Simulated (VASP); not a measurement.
# InAs (I-4m2) in VASP: further runs

InAs is run at these levels: PBEsol; tasks: single point.

Everything below comes from runs of VASP 6.6.1. Logs are shortened: lines on timing, memory, paths and dates and some standing lists are left out, and cuts for length are marked.

### 1 The cell of the first run

Symmetry: I-4m2, No. 119, tetragonal system. Conventional cell: a = 4.937 Å, b = 4.937 Å, c = 4.538 Å, α = 90.00°, β = 90.00°, γ = 90.00°. In (site symmetry -4m2) has 4 As at 2.72 Å within 3.6 Å. As (site symmetry -4m2) has 4 In at 2.72 Å within 3.6 Å.

### 2 Single point, PBEsol

File INCAR:

```
PREC = Accurate ; ENCUT = 520
EDIFF = 1E-6 ; ISMEAR = 0
SIGMA = 0.15 ; LREAL = False
LASPH = True ; NELM = 60
ALGO = Normal ; ISIF = 2
LWAVE = False ; LCHARG = True
GGA = PS ; LELF = True
LVHAR = True ; NBANDS = 16
```

File KPOINTS:

```
Automatic mesh
0
Gamma
  16 16 16
```

File POSCAR:

```
InAs
1.0
    0.0000000000      3.4909529960      2.2691194474
    3.4909529960      0.0000000000      2.2691194474
    3.4909529960      3.4909529960      0.0000000000
In As
1 1
Direct
    0.0000000000      0.0000000000      0.0000000000
    0.7500000000      0.7500000000      0.7500000000
```

Potentials or basis: VASP PAW PBE potentials, release 64 (In_d, As).

Launch:

```
$ cat potpaw_PBE.64/In_d/POTCAR potpaw_PBE.64/As/POTCAR > POTCAR
$ mpirun -np 1 vasp_std > vasp.out
```

OUTCAR:

```text
PREC = Accurate
   ENCUT = 520
   EDIFF = 1E-6
   ISMEAR = 0
   LREAL = False
   LASPH = True
   NELM = 60
   ISIF = 2
   GGA = PS

 ion  position               nearest neighbor table
   1  0.000  0.000  0.000-   2 2.72   2 2.72   2 2.72   2 2.72
   2  0.750  0.750  0.750-   1 2.72   1 2.72   1 2.72   1 2.72

  LATTYP: Found a body centered tetragonal cell.
 ALAT       =     4.9369530726
 C/A-ratio  =     0.9192388155

  Lattice vectors:

 A1 = (   0.0000000000,  -3.4909529960,  -2.2691194474)
 A2 = (   0.0000000000,   3.4909529960,  -2.2691194474)
 A3 = (   3.4909529960,   0.0000000000,   2.2691194474)

Analysis of symmetry for initial positions (statically):
=====================================================================
 Subroutine PRICEL returns:
 Original cell was already a primitive cell.

 Routine SETGRP: Setting up the symmetry group for a
 body centered tetragonal supercell.

 Subroutine GETGRP returns: Found  8 space group operations
 (whereof  8 operations were pure point group operations)
 out of a pool of 16 trial point group operations.

The static configuration has the point symmetry D_2d.

Analysis of symmetry for dynamics (positions and initial velocities):
=====================================================================
 Subroutine PRICEL returns:
 Original cell was already a primitive cell.

 Routine SETGRP: Setting up the symmetry group for a
 body centered tetragonal supercell.

 Subroutine GETGRP returns: Found  8 space group operations
 (whereof  8 operations were pure point group operations)
 out of a pool of 16 trial point group operations.

The dynamic configuration has the point symmetry D_2d.

 Subroutine INISYM returns: Found  8 space group operations
 (whereof  8 operations are pure point group operations),
 and found     1 'primitive' translations

----------------------------------------------------------------------------------------

                                     Primitive cell

  volume of cell :      55.3064

  direct lattice vectors                    reciprocal lattice vectors
     0.000000000  3.490952996  2.269119447    -0.143227365  0.143227365  0.220349793
     3.490952996  0.000000000  2.269119447     0.143227365 -0.143227365  0.220349793
     3.490952996  3.490952996  0.000000000     0.143227365  0.143227365 -0.220349793

  length of vectors
     4.163610919  4.163610919  4.936953073     0.299302836  0.299302836  0.299302836

  position of ions in fractional coordinates (direct lattice)
     0.000000000  0.000000000  0.000000000
     0.750000000  0.750000000  0.750000000

  ion indices of the primitive-cell ions
   primitive index   ion index
                 1           1
                 2           2

----------------------------------------------------------------------------------------

 KPOINTS: Automatic mesh

Automatic generation of k-mesh.
 Grid dimensions read from file:
 generate k-points for:   16   16   16

 Generating k-lattice:

  Cartesian coordinates                     Fractional coordinates (reciprocal lattice)
    -0.008951710  0.008951710  0.013771862     0.062500000  0.000000000  0.000000000
     0.008951710 -0.008951710  0.013771862     0.000000000  0.062500000  0.000000000
     0.008951710  0.008951710 -0.013771862     0.000000000  0.000000000  0.062500000

  Length of vectors
     0.018706427  0.018706427  0.018706427

  Shift w.r.t. Gamma in fractional coordinates (k-lattice)
     0.000000000  0.000000000  0.000000000

 Subroutine IBZKPT returns following result:
 ===========================================

 Found    349 irreducible k-points:

 Following reciprocal coordinates:
            Coordinates               Weight
  0.000000  0.000000  0.000000      1.000000
  0.062500  0.000000  0.000000      8.000000
  0.125000  0.000000  0.000000      8.000000
  0.187500  0.000000  0.000000      8.000000
  0.250000  0.000000  0.000000      8.000000
  0.312500  0.000000  0.000000      8.000000
[... 16 lines left out ...]
 -0.125000  0.062500  0.000000      8.000000
 -0.062500  0.062500  0.000000      4.000000
 [... further k-points ...]
   k-points           NKPTS =    349   k-points in BZ     NKDIM =    349   number of bands    NBANDS=     16
   number of dos      NEDOS =    301   number of ions     NIONS =      2
   total plane-waves  NPLWV =  40960
   dimension x,y,z NGX =    32 NGY =   32 NGZ =   40
   dimension x,y,z NGXF=    64 NGYF=   64 NGZF=   80
   ions per type =               1   1
   NGX,Y,Z   is equivalent  to a cutoff of  12.78, 12.78, 13.47 a.u.
   NGXF,Y,Z  is equivalent  to a cutoff of  25.55, 25.55, 26.94 a.u.
 SYSTEM =  unknown system
   PREC   = accura    normal or accurate (medium, high low for compatibility)
   ISTART =      0    job   : 0-new  1-cont  2-samecut
   ICHARG =      2    charge: 1-file 2-atom 10-const
   ISPIN  =      1    spin polarized calculation?
   LNONCOLLINEAR =      F non collinear calculations
   LSORBIT =      F    spin-orbit coupling
   LASPH  =      T    aspherical Exc in radial PAW
   ENCUT  =  520.0 eV  38.22 Ry    6.18 a.u.   7.74  7.74  9.18*2*pi/ulx,y,z
   NELM   =     60;   NELMIN=  2; NELMDL= -5     # of ELM steps
   EDIFF  = 0.1E-05   stopping-criterion for ELM
   LREAL  =      F    real-space projection
   EDIFFG = 0.1E-04   stopping-criterion for IOM
   NSW    =      0    number of steps for IOM
   IBRION =     -1    ionic relax: 0-MD 1-quasi-New 2-CG
   NFREE  =      0    steps in history (QN), initial steepest desc. (CG)
   ISIF   =      2    stress and relaxation
   ISYM   =      2    0-nonsym 1-usesym 2-fastsym
   POTIM  = 0.5000    time-step for ionic-motion
   TEBEG  =    0.0;   TEEND  =   0.0 temperature during run
   PSTRESS=    0.0 pullay stress
   NELECT =      18.0000    total number of electrons
   NUPDOWN=      -1.0000    fix difference up-down
   EMIN   =  10.00;   EMAX   =-10.00  energy-range for DOS
   EFERMI =   0.00;   METHOD = LEGACY
   ISMEAR =     0;   SIGMA  =   0.15  broadening in eV -4-tet -1-fermi 0-gaus
   EFERMI_NEDOS =   21; number of points for ismear=-14 and -15
   IALGO  =     38    algorithm
   IMIX   =      4    mixing-type and parameters
     AMIX     =   0.40;   BMIX     =  1.00
     AMIX_MAG =   1.60;   BMIX_MAG =  1.00
  volume/ion in A,a.u.               =      27.65       186.61
  Fermi-wavevector in a.u.,A,eV,Ry     =   1.126092  2.128005 17.253320  1.268083
  Thomas-Fermi vector in A             =   2.262772
   LORBIT       =      0    0 simple, 1 ext, 2 COOP (PROOUT), +10 PAW based schemes
   GGA     = PS    functional components
   LHFCALC =     F    Hartree Fock is set to
   AEXX    =    0.0000 exact exchange contribution
   IVDW    =     0    specifies the selected vdW correction
   LEPSILON=     F    determine dielectric tensor
   LRPA    =     F    only Hartree local field effects (RPA)
 non-spin polarized calculation
 Gauss-broadening in eV      SIGMA  =   0.15
  energy-cutoff  :      520.00
  volume of cell :       55.31
 maximum number of plane-waves:      1516
   NGX = 15   NGY = 15   NGZ = 19

 number of electron      17.9999994 magnetization

 Free energy of the ion-electron system (eV)
  ---------------------------------------------------
  ext. energy  EPLUGINS =         0.00000000
  ---------------------------------------------------
  free energy    TOTEN  =        -8.09291245 eV

  energy without entropy =       -8.08822289  energy(sigma->0) =       -8.09056767

 E-fermi :   4.4608     XC(G=0):  -9.4380

 val. band max:        4.4539802496   @ k =   0.3125   0.2500   0.0000
 cond. band min:       4.4645506073   @ k =  -0.0625   0.1875   0.1250
 fundamental gap:      0.0105703577
 Fermi energy:         4.4608492596

 k-point     1 :       0.0000    0.0000    0.0000
  band No.  band energies     occupation
      1      -9.9696      2.00000
      2      -9.9696      2.00000
      3      -9.9435      2.00000
      4      -9.8931      2.00000
      5      -9.8581      2.00000
      6      -7.2083      2.00000
[... 8 lines left out ...]
     15      11.8334      0.00000
     16      13.0585      0.00000

 k-point     2 :       0.0625    0.0000    0.0000
  band No.  band energies     occupation
      1      -9.9718      2.00000
      2      -9.9687      2.00000
      3      -9.9421      2.00000
      4      -9.8949      2.00000
      5      -9.8569      2.00000
      6      -7.1687      2.00000
[... 8 lines left out ...]
     15      11.9597      0.00000
     16      13.0330      0.00000

 k-point     3 :       0.1250    0.0000    0.0000
  band No.  band energies     occupation
      1      -9.9786      2.00000
      2      -9.9666      2.00000
      3      -9.9381      2.00000
      4      -9.8991      2.00000
      5      -9.8534      2.00000
      6      -7.0519      2.00000
[... 8 lines left out ...]
     15      12.0591      0.00000
     16      13.5152      0.00000

 k-point     4 :       0.1875    0.0000    0.0000
  band No.  band energies     occupation
      1      -9.9901      2.00000
      2      -9.9641      2.00000
      3      -9.9327      2.00000
      4      -9.9036      2.00000
      5      -9.8473      2.00000
      6      -6.8645      2.00000
[... 8 lines left out ...]
     15      12.1730      0.00000
     16      14.2822      0.00000
[... 324 lines left out ...]
 k-point    22 :      -0.1875    0.0625    0.0000
  band No.  band energies     occupation
      1      -9.9954      2.00000
      2      -9.9612      2.00000
      3      -9.9301      2.00000
      4      -9.8989      2.00000
      5      -9.8474      2.00000
      6      -6.8330      2.00000
[... 8 lines left out ...]
     15      11.8304      0.00000
     16      13.9423      0.00000

 k-point    23 :      -0.1250    0.0625    0.0000
  band No.  band energies     occupation
      1      -9.9849      2.00000
      2      -9.9643      2.00000
      3      -9.9342      2.00000
      4      -9.8954      2.00000
      5      -9.8532      2.00000
      6      -7.0183      2.00000
[... 8 lines left out ...]
     15      11.7266      0.00000
     16      13.3513      0.00000

 k-point    24 :      -0.0625    0.0625    0.0000
  band No.  band energies     occupation
      1      -9.9774      2.00000
      2      -9.9672      2.00000
      3      -9.9381      2.00000
      4      -9.8935      2.00000
      5      -9.8562      2.00000
      6      -7.1323      2.00000
[... 8 lines left out ...]
     15      11.8115      0.00000
     16      12.8842      0.00000

 [... further k-points ...]

------------------------ aborting loop because EDIFF is reached ----------------------------------------

  FORCE on cell =-STRESS in cart. coord.  units (eV):
  Direction    XX          YY          ZZ          XY          YZ          ZX
  --------------------------------------------------------------------------------------
  -------------------------------------------------------------------------------------
  Total       -1.5882389     -1.5882389      0.4069131      0.0000000      0.0000000      0.0000000
  in kB      -46.0098751    -46.0098751     11.7879117      0.0000000      0.0000000      0.0000000
  external PRESSURE =     -26.7439461 kB  Pullay stress =       0.0000000 kB

 VOLUME and BASIS-vectors are now :
 -----------------------------------------------------------------------------
  energy-cutoff  :      520.00
  volume of cell :       55.31
      direct lattice vectors                 reciprocal lattice vectors
     0.000000000  3.490952996  2.269119447    -0.143227365  0.143227365  0.220349793
     3.490952996  0.000000000  2.269119447     0.143227365 -0.143227365  0.220349793
     3.490952996  3.490952996  0.000000000     0.143227365  0.143227365 -0.220349793

 POSITION                                       TOTAL-FORCE (eV/Angst)
 -----------------------------------------------------------------------------------
      0.00000      0.00000      0.00000         0.000000     -0.000000      0.000000
      5.23643      5.23643      3.40368        -0.000000      0.000000      0.000000
 -----------------------------------------------------------------------------------
    total drift:                               -0.000000     -0.000000     -0.000000

  FREE ENERGIE OF THE ION-ELECTRON SYSTEM (eV)
  ---------------------------------------------------
  free  energy   TOTEN  =        -8.0929124488 eV

  energy  without entropy=       -8.0882228855  energy(sigma->0) =       -8.09056767
```

Run time: 94 s. Hardware: 1 thread of Intel Xeon 6975P-C (Granite Rapids), shared host; peak memory 0.45 GiB.

What came out:

```yaml
Free_energy: -8.0929 eV
Pressure: -2.7 GPa
Band_gap_on_the_k_mesh: zero (band 9 reaches 4.86 eV, above the bottom of band 10 at 3.89 eV)
```

Caveat: the PAW data sets were made with another functional, which shifts forces and pressure a little; spin-orbit coupling is left out, which moves the levels of the heavy elements.

[end of part 1 of 2]
